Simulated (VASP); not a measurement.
# RbAsO3 (Pm-3m) in VASP: further runs

Runs on RbAsO3. Level: LDA. Tasks: single point.

Program: VASP 6.6.1. These are calculated values, not measurements. Logs are shortened: lines on timing, memory, paths and dates and some standing lists are left out, and cuts for length are marked.

## 1. The cell of the first run

It takes space group Pm-3m (No. 221, cubic). The conventional cell has a = 3.817 Å, b = 3.817 Å, c = 3.817 Å, α = 90.00°, β = 90.00°, γ = 90.00°. Within 3.6 Å of Rb (site symmetry m-3m) lie 12 O at 2.70 Å and 8 As at 3.31 Å. As (site symmetry m-3m) has 6 O at 1.91 Å within 2.5 Å. O (site symmetry 4/mmm) has 2 As at 1.91 Å within 2.5 Å.

## 2. Single point, LDA

Input file INCAR:

```
  PREC = Accurate
  ENCUT = 520
  EDIFF = 1E-6
  ISMEAR = -1
  SIGMA = 0.1
  LREAL = F
  LASPH = T
  NELM = 80
  ALGO = Normal
  ISIF = 2
  LWAVE = F
  LCHARG = T
  GGA = CA
  LELF = T
  LVHAR = T
  NBANDS = 24
```

Input file KPOINTS:

```
Automatic mesh
0
Gamma
  4 4 4
```

Input file POSCAR:

```
RbAsO3
1.0
    3.8174159794      0.0000000000      0.0000000000
    0.0000000000      3.8174159794      0.0000000000
    0.0000000000      0.0000000000      3.8174159794
Rb As O
1 1 3
Direct
    0.0000000000      0.0000000000      0.0000000000
    0.5000000000      0.5000000000      0.5000000000
    0.5000000000      0.5000000000      0.0000000000
    0.5000000000      0.0000000000      0.5000000000
    0.0000000000      0.5000000000      0.5000000000
```

Potentials or basis: VASP PAW LDA potentials, release 64 (Rb_sv, As, O).

Command:

```
cat potpaw_LDA.64/Rb_sv/POTCAR potpaw_LDA.64/As/POTCAR potpaw_LDA.64/O/POTCAR > POTCAR
mpirun -np 1 vasp_std > vasp.out
```

OUTCAR:

```text
PREC = Accurate
   ENCUT = 520
   EDIFF = 1E-6
   ISMEAR = -1
   LREAL = F
   LASPH = T
   NELM = 80
   ISIF = 2
   GGA = CA

 ion  position               nearest neighbor table
   1  0.000  0.000  0.000-   3 2.70   4 2.70   5 2.70   4 2.70   5 2.70   3 2.70   5 2.70   5 2.70
                             3 2.70   4 2.70   4 2.70   3 2.70   2 3.31   2 3.31   2 3.31   2 3.31
   2  0.500  0.500  0.500-   3 1.91   4 1.91   5 1.91   3 1.91   4 1.91   5 1.91   1 3.31   1 3.31
                             1 3.31   1 3.31   1 3.31   1 3.31   1 3.31   1 3.31
   3  0.500  0.500  0.000-   2 1.91   2 1.91   1 2.70   1 2.70   1 2.70   1 2.70
   4  0.500  0.000  0.500-   2 1.91   2 1.91   1 2.70   1 2.70   1 2.70   1 2.70
   5  0.000  0.500  0.500-   2 1.91   2 1.91   1 2.70   1 2.70   1 2.70   1 2.70

  LATTYP: Found a simple cubic cell.
 ALAT       =     3.8174159794

  Lattice vectors:

 A1 = (   3.8174159794,   0.0000000000,   0.0000000000)
 A2 = (   0.0000000000,   3.8174159794,   0.0000000000)
 A3 = (   0.0000000000,   0.0000000000,   3.8174159794)

Analysis of symmetry for initial positions (statically):
=====================================================================
 Subroutine PRICEL returns:
 Original cell was already a primitive cell.

 Routine SETGRP: Setting up the symmetry group for a
 simple cubic supercell.

 Subroutine GETGRP returns: Found 48 space group operations
 (whereof 48 operations were pure point group operations)
 out of a pool of 48 trial point group operations.

The static configuration has the point symmetry O_h .

Analysis of symmetry for dynamics (positions and initial velocities):
=====================================================================
 Subroutine PRICEL returns:
 Original cell was already a primitive cell.

 Routine SETGRP: Setting up the symmetry group for a
 simple cubic supercell.

 Subroutine GETGRP returns: Found 48 space group operations
 (whereof 48 operations were pure point group operations)
 out of a pool of 48 trial point group operations.

The dynamic configuration has the point symmetry O_h .

 Subroutine INISYM returns: Found 48 space group operations
 (whereof 48 operations are pure point group operations),
 and found     1 'primitive' translations

----------------------------------------------------------------------------------------

                                     Primitive cell

  volume of cell :      55.6299

  direct lattice vectors                    reciprocal lattice vectors
     3.817415979  0.000000000  0.000000000     0.261957304  0.000000000  0.000000000
     0.000000000  3.817415979  0.000000000     0.000000000  0.261957304  0.000000000
     0.000000000  0.000000000  3.817415979     0.000000000  0.000000000  0.261957304

  length of vectors
     3.817415979  3.817415979  3.817415979     0.261957304  0.261957304  0.261957304

  position of ions in fractional coordinates (direct lattice)
     0.000000000  0.000000000  0.000000000
     0.500000000  0.500000000  0.500000000
     0.500000000  0.500000000  0.000000000
     0.500000000  0.000000000  0.500000000
     0.000000000  0.500000000  0.500000000

  ion indices of the primitive-cell ions
   primitive index   ion index
                 1           1
                 2           2
                 3           3
                 4           4
                 5           5

----------------------------------------------------------------------------------------

 KPOINTS: Automatic mesh

Automatic generation of k-mesh.
 Grid dimensions read from file:
 generate k-points for:    4    4    4

 Generating k-lattice:

  Cartesian coordinates                     Fractional coordinates (reciprocal lattice)
     0.065489326  0.000000000  0.000000000     0.250000000  0.000000000  0.000000000
     0.000000000  0.065489326  0.000000000     0.000000000  0.250000000  0.000000000
     0.000000000  0.000000000  0.065489326     0.000000000  0.000000000  0.250000000

  Length of vectors
     0.065489326  0.065489326  0.065489326

  Shift w.r.t. Gamma in fractional coordinates (k-lattice)
     0.000000000  0.000000000  0.000000000

 Subroutine IBZKPT returns following result:
 ===========================================

 Found     10 irreducible k-points:

 Following reciprocal coordinates:
            Coordinates               Weight
  0.000000  0.000000  0.000000      1.000000
  0.250000  0.000000  0.000000      6.000000
  0.500000  0.000000  0.000000      3.000000
  0.250000  0.250000  0.000000     12.000000
  0.500000  0.250000  0.000000     12.000000
  0.500000  0.500000  0.000000      3.000000
  0.250000  0.250000  0.250000      8.000000
  0.500000  0.250000  0.250000     12.000000
  0.500000  0.500000  0.250000      6.000000
  0.500000  0.500000  0.500000      1.000000
   k-points           NKPTS =     10   k-points in BZ     NKDIM =     10   number of bands    NBANDS=     24
   number of dos      NEDOS =    301   number of ions     NIONS =      5
   total plane-waves  NPLWV =  21952
   dimension x,y,z NGX =    28 NGY =   28 NGZ =   28
   dimension x,y,z NGXF=    56 NGYF=   56 NGZF=   56
   ions per type =               1   1   3
   NGX,Y,Z   is equivalent  to a cutoff of  12.19, 12.19, 12.19 a.u.
   NGXF,Y,Z  is equivalent  to a cutoff of  24.39, 24.39, 24.39 a.u.
 SYSTEM =  unknown system
   PREC   = accura    normal or accurate (medium, high low for compatibility)
   ISTART =      0    job   : 0-new  1-cont  2-samecut
   ICHARG =      2    charge: 1-file 2-atom 10-const
   ISPIN  =      1    spin polarized calculation?
   LNONCOLLINEAR =      F non collinear calculations
   LSORBIT =      F    spin-orbit coupling
   LASPH  =      T    aspherical Exc in radial PAW
   ENCUT  =  520.0 eV  38.22 Ry    6.18 a.u.   7.10  7.10  7.10*2*pi/ulx,y,z
   NELM   =     80;   NELMIN=  2; NELMDL= -5     # of ELM steps
   EDIFF  = 0.1E-05   stopping-criterion for ELM
   LREAL  =      F    real-space projection
   EDIFFG = 0.1E-04   stopping-criterion for IOM
   NSW    =      0    number of steps for IOM
   IBRION =     -1    ionic relax: 0-MD 1-quasi-New 2-CG
   NFREE  =      0    steps in history (QN), initial steepest desc. (CG)
   ISIF   =      2    stress and relaxation
   ISYM   =      2    0-nonsym 1-usesym 2-fastsym
   POTIM  = 0.5000    time-step for ionic-motion
   TEBEG  =    0.0;   TEEND  =   0.0 temperature during run
   PSTRESS=    0.0 pullay stress
   NELECT =      32.0000    total number of electrons
   NUPDOWN=      -1.0000    fix difference up-down
   EMIN   =  10.00;   EMAX   =-10.00  energy-range for DOS
   EFERMI =   0.00;   METHOD = LEGACY
   ISMEAR =    -1;   SIGMA  =   0.10  broadening in eV -4-tet -1-fermi 0-gaus
   EFERMI_NEDOS =   21; number of points for ismear=-14 and -15
   IALGO  =     38    algorithm
   IMIX   =      4    mixing-type and parameters
     AMIX     =   0.40;   BMIX     =  1.00
     AMIX_MAG =   1.60;   BMIX_MAG =  1.00
  volume/ion in A,a.u.               =      11.13        75.08
  Fermi-wavevector in a.u.,A,eV,Ry     =   1.361514  2.572888 25.221384  1.853719
  Thomas-Fermi vector in A             =   2.488083
   LORBIT       =      0    0 simple, 1 ext, 2 COOP (PROOUT), +10 PAW based schemes
   GGA     = CA    functional components
   LHFCALC =     F    Hartree Fock is set to
   AEXX    =    0.0000 exact exchange contribution
   IVDW    =     0    specifies the selected vdW correction
   LEPSILON=     F    determine dielectric tensor
   LRPA    =     F    only Hartree local field effects (RPA)
 non-spin polarized calculation
  energy-cutoff  :      520.00
  volume of cell :       55.63
 maximum number of plane-waves:      1516
   NGX = 15   NGY = 15   NGZ = 15

 number of electron      31.9999980 magnetization

 Free energy of the ion-electron system (eV)
  ---------------------------------------------------
  ext. energy  EPLUGINS =         0.00000000
  ---------------------------------------------------
  free energy    TOTEN  =       -29.31747906 eV

  energy without entropy =      -29.27473038  energy(sigma->0) =      -29.29610472

 E-fermi :   3.3020     XC(G=0): -11.9324

 val. band max:        3.2897289461   @ k =   0.5000   0.5000   0.2500
 cond. band min:       3.3186348229   @ k =   0.5000   0.5000   0.5000
 fundamental gap:      0.0289058767
 Fermi energy:         3.3020073522

 k-point     1 :       0.0000    0.0000    0.0000
  band No.  band energies     occupation
      1     -19.9320      2.00000
      2     -16.2025      2.00000
      3     -12.8976      2.00000
      4     -12.8976      2.00000
      5      -5.2854      2.00000
      6      -5.2854      2.00000
[... 16 lines left out ...]
     23      12.9938      0.00000
     24      15.3598      0.00000

 k-point     2 :       0.2500    0.0000    0.0000
  band No.  band energies     occupation
      1     -19.7906      2.00000
      2     -16.1333      2.00000
      3     -13.4715      2.00000
      4     -12.8761      2.00000
      5      -4.9155      2.00000
      6      -4.9155      2.00000
[... 16 lines left out ...]
     23      13.6814      0.00000
     24      14.1973      0.00000

 k-point     3 :       0.5000    0.0000    0.0000
  band No.  band energies     occupation
      1     -19.6347      2.00000
      2     -16.0491      2.00000
      3     -14.0216      2.00000
      4     -12.8549      2.00000
      5      -5.0823      2.00000
      6      -4.0083      2.00000
[... 16 lines left out ...]
     23      14.9911      0.00000
     24      15.6691      0.00000

 k-point     4 :       0.2500    0.2500    0.0000
  band No.  band energies     occupation
      1     -19.6821      2.00000
      2     -15.9435      2.00000
      3     -13.6535      2.00000
      4     -13.2142      2.00000
      5      -6.2177      2.00000
      6      -4.5848      2.00000
[... 16 lines left out ...]
     23      14.3518      0.00000
     24      14.4432      0.00000

 k-point     5 :       0.5000    0.2500    0.0000
  band No.  band energies     occupation
      1     -19.5665      2.00000
      2     -15.6660      2.00000
      3     -14.1300      2.00000
      4     -13.3350      2.00000
      5      -6.8349      2.00000
      6      -4.1576      2.00000
[... 16 lines left out ...]
     23      15.3827      0.00000
     24      15.5211      0.00000

 k-point     6 :       0.5000    0.5000    0.0000
  band No.  band energies     occupation
      1     -19.4954      2.00000
      2     -14.8865      2.00000
      3     -14.2428      2.00000
      4     -14.2428      2.00000
      5      -7.4839      2.00000
      6      -4.2998      2.00000
[... 16 lines left out ...]
     23      15.6651      0.00000
     24      15.6651      0.00000

 k-point     7 :       0.2500    0.2500    0.2500
  band No.  band energies     occupation
      1     -19.5994      2.00000
      2     -15.6973      2.00000
      3     -13.6028      2.00000
      4     -13.6028      2.00000
      5      -7.6121      2.00000
      6      -4.5285      2.00000
[... 16 lines left out ...]
     23      14.5085      0.00000
     24      15.7758      0.00000

 k-point     8 :       0.5000    0.2500    0.2500
  band No.  band energies     occupation
      1     -19.5130      2.00000
      2     -15.3032      2.00000
      3     -14.1509      2.00000
      4     -13.5507      2.00000
      5      -8.3645      2.00000
      6      -4.6564      2.00000
[... 16 lines left out ...]
     23      15.1025      0.00000
     24      16.2213      0.00000

 k-point     9 :       0.5000    0.5000    0.2500
  band No.  band energies     occupation
      1     -19.4579      2.00000
      2     -14.5588      2.00000
      3     -14.1754      2.00000
      4     -14.1754      2.00000
      5      -9.2344      2.00000
      6      -4.7918      2.00000
[... 16 lines left out ...]
     23      15.4114      0.00000
     24      15.7612      0.00000

 k-point    10 :       0.5000    0.5000    0.5000
  band No.  band energies     occupation
      1     -19.4198      2.00000
      2     -14.1053      2.00000
      3     -14.1053      2.00000
      4     -14.1053      2.00000
      5     -10.5312      2.00000
      6      -5.2163      2.00000
[... 16 lines left out ...]
     23      15.0063      0.00000
     24      16.8866      0.00000

------------------------ aborting loop because EDIFF is reached ----------------------------------------

  FORCE on cell =-STRESS in cart. coord.  units (eV):
  Direction    XX          YY          ZZ          XY          YZ          ZX
  --------------------------------------------------------------------------------------
  -------------------------------------------------------------------------------------
  Total        0.3510514      0.3510514      0.3510514     -0.0000000     -0.0000000     -0.0000000
  in kB       10.1105057     10.1105057     10.1105057     -0.0000000     -0.0000000     -0.0000000
  external PRESSURE =      10.1105057 kB  Pullay stress =       0.0000000 kB

 VOLUME and BASIS-vectors are now :
 -----------------------------------------------------------------------------
  energy-cutoff  :      520.00
  volume of cell :       55.63
      direct lattice vectors                 reciprocal lattice vectors
     3.817415979  0.000000000  0.000000000     0.261957304  0.000000000  0.000000000
     0.000000000  3.817415979  0.000000000     0.000000000  0.261957304  0.000000000
     0.000000000  0.000000000  3.817415979     0.000000000  0.000000000  0.261957304

 POSITION                                       TOTAL-FORCE (eV/Angst)
 -----------------------------------------------------------------------------------
      0.00000      0.00000      0.00000         0.000000      0.000000      0.000000
      1.90871      1.90871      1.90871         0.000000      0.000000      0.000000
      1.90871      1.90871      0.00000         0.000000      0.000000      0.000000
      1.90871      0.00000      1.90871         0.000000      0.000000      0.000000
      0.00000      1.90871      1.90871         0.000000      0.000000      0.000000
 -----------------------------------------------------------------------------------
    total drift:                                0.000000      0.000000      0.000000

  FREE ENERGIE OF THE ION-ELECTRON SYSTEM (eV)
  ---------------------------------------------------
  free  energy   TOTEN  =       -29.3174790590 eV

  energy  without entropy=      -29.2747303846  energy(sigma->0) =      -29.29610472
```

It used 9 s of CPU time on 1 thread of AMD EPYC 7R13 Processor (Zen 3), with other jobs on the host.

What came out:

```
Free energy            : -29.3175 eV
Pressure               : 1.0 GPa
Band gap on the k mesh : zero (band 16 reaches 3.32 eV, above the bottom of band 17 at 2.85 eV)
```

Levels at points of the mesh, in eV from the Fermi level:
| k point | band 12 | band 13 | band 14 | band 15 | band 16 | band 17 | band 18 | band 19 | band 20 | band 21 |
| --- | --- | --- | --- | --- | --- | --- | --- | --- | --- | --- |
| (0.00, 0.00, 0.00) | -1.22 | -1.22 | -1.22 | -0.45 | -0.45 | -0.45 | 8.03 | 8.03 | 9.46 | 9.69 |
| (0.50, 0.00, 0.00) | -1.87 | -1.35 | -1.35 | -1.29 | -1.29 | 1.91 | 7.16 | 10.03 | 10.50 | 10.66 |
| (0.50, 0.50, 0.00) | -2.18 | -2.18 | -1.23 | -1.23 | -0.04 | 4.38 | 5.97 | 5.97 | 9.93 | 11.25 |
| (0.50, 0.50, 0.50) | -1.63 | -1.63 | 0.02 | 0.02 | 0.02 | 4.51 | 4.51 | 4.51 | 6.69 | 11.70 |

Caveat: the k points lie up to 0.41 Å⁻¹ apart.

## 3. Single point, LDA

This run uses another cell than the first one, of 12.23 Å³/atom, 1.099 times its volume.

Input file INCAR:

```
ALGO = Normal
EDIFF = 1E-7
ENCUT = 520
ISIF = 2
ISMEAR = -1
LASPH = T
LCHARG = F
LREAL = F
LWAVE = F
NBANDS = 24
NELM = 60
PREC = Accurate
SIGMA = 0.1
```

Input file KPOINTS:

```
k-points
0
Gamma
  4 4 4
```

POSCAR, as its differences from that of step 2:

```diff
@@ -2,5 +2,5 @@
 1.0
-    3.8174159794      0.0000000000      0.0000000000
-    0.0000000000      3.8174159794      0.0000000000
-    0.0000000000      0.0000000000      3.8174159794
+    3.9394160000      0.0000000000      0.0000000000
+    0.0000000000      3.9394160000      0.0000000000
+    0.0000000000      0.0000000000      3.9394160000
 Rb As O
```

Potentials or basis: VASP PAW LDA potentials, release 64 (Rb_sv, As, O).

Command:

```
cat potpaw_LDA.64/Rb_sv/POTCAR potpaw_LDA.64/As/POTCAR potpaw_LDA.64/O/POTCAR > POTCAR
mpirun -np 1 vasp_std > vasp.out
```

OUTCAR:

```text
EDIFF = 1E-7
   ENCUT = 520
   ISIF = 2
   ISMEAR = -1
   LASPH = T
   LREAL = F
   NELM = 60
   PREC = Accurate

 ion  position               nearest neighbor table
   1  0.000  0.000  0.000-   3 2.79   4 2.79   5 2.79   4 2.79   5 2.79   3 2.79   5 2.79   5 2.79
                             3 2.79   4 2.79   4 2.79   3 2.79   2 3.41   2 3.41   2 3.41   2 3.41
   2  0.500  0.500  0.500-   3 1.97   4 1.97   5 1.97   3 1.97   4 1.97   5 1.97   1 3.41   1 3.41
                             1 3.41   1 3.41   1 3.41   1 3.41   1 3.41   1 3.41
   3  0.500  0.500  0.000-   2 1.97   2 1.97   1 2.79   1 2.79   1 2.79   1 2.79
   4  0.500  0.000  0.500-   2 1.97   2 1.97   1 2.79   1 2.79   1 2.79   1 2.79
[... 458 lines left out ...]
  -------------------------------------------------------------------------------------
  Total       -3.7416403     -3.7416403     -3.7416403     -0.0000000      0.0000000     -0.0000000
  in kB      -98.0566573    -98.0566573    -98.0566573     -0.0000000      0.0000000     -0.0000000
  external PRESSURE =     -98.0566573 kB  Pullay stress =       0.0000000 kB

 VOLUME and BASIS-vectors are now :
 -----------------------------------------------------------------------------
  energy-cutoff  :      520.00
  volume of cell :       61.14
      direct lattice vectors                 reciprocal lattice vectors
     3.939416000  0.000000000  0.000000000     0.253844732  0.000000000  0.000000000
     0.000000000  3.939416000  0.000000000     0.000000000  0.253844732  0.000000000
     0.000000000  0.000000000  3.939416000     0.000000000  0.000000000  0.253844732

 POSITION                                       TOTAL-FORCE (eV/Angst)
 -----------------------------------------------------------------------------------
      0.00000      0.00000      0.00000         0.000000      0.000000      0.000000
      1.96971      1.96971      1.96971         0.000000      0.000000      0.000000
      1.96971      1.96971      0.00000         0.000000      0.000000      0.000000
      1.96971      0.00000      1.96971         0.000000      0.000000      0.000000
      0.00000      1.96971      1.96971         0.000000      0.000000      0.000000
 -----------------------------------------------------------------------------------
    total drift:                                0.000000      0.000000     -0.000000

  FREE ENERGIE OF THE ION-ELECTRON SYSTEM (eV)
  ---------------------------------------------------
  free  energy   TOTEN  =       -29.1497815460 eV

  energy  without entropy=      -29.0857513300  energy(sigma->0) =      -29.11776644
```

stdout:

```text
POSCAR found type information on POSCAR RbAsO
 POSCAR found :  3 types and       5 ions
 scaLAPACK will be used
 LDA part: xc-table for (Slater(with rela. corr.)+CA(PZ))
 , standard interpolation
 POSCAR, INCAR and KPOINTS ok, starting setup
 FFT: planning ... GRIDC
 FFT: planning ... GRID_SOFT
 FFT: planning ... GRID
 WAVECAR not read
 entering main loop
```

It used 11 s of CPU time on 1 thread of AMD EPYC 7R13 Processor (Zen 3) (shared host).

What came out:

```
Free energy            : -29.1498 eV
Pressure               : -9.8 GPa
Band gap on the k mesh : zero (band 16 reaches 2.43 eV, above the bottom of band 17 at 1.91 eV)
```

Caveat: the k points lie up to 0.40 Å⁻¹ apart.

[end of part 1 of 2]
